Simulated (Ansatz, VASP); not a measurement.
# One calculation of ZnRe, two programs

```
CELL_PARAMETERS angstrom
2.75904 0.01149 -0.00274
-1.36957 2.36435 -0.00205
-0.00448 -0.00647 4.51354
ATOMIC_POSITIONS crystal
Zn 0.00594 0.01301 0.05140
Re 0.37585 0.70584 0.52514
```

Alike in both runs: task single point; functional revPBE; k mesh 8 × 8 × 5; occupations fermi-dirac, width 0.02 eV; no spin polarisation.

|  | VASP | Ansatz |
| --- | --- | --- |
| version | VASP 6.6.1 | Ansatz 0.2.0 |
| potentials or method | VASP PAW PBE potentials, release 64 (Zn, Re_sv_GW), cutoff 500 eV | plane waves, PAW |
| valence electrons in the cell | 27 | 27 |

```csv
,VASP,Ansatz,Ansatz less VASP
pressure (GPa),1.1,2.0,+0.91
"traceless stress, the component that is largest in VASP (GPa)",1.45,1.56,+0.111
rms of the force components (eV/Å),0.668,0.660,-0.0082
```

VASP's potentials were made for PBE, not for revPBE. Atom by atom the forces differ by 0.008 eV/Å (rms over components). The functional is the same, so the differences come from potentials, cutoffs and numerics. Ansatz's warnings: stress scf threshold loose.

Spin-orbit coupling is off throughout.
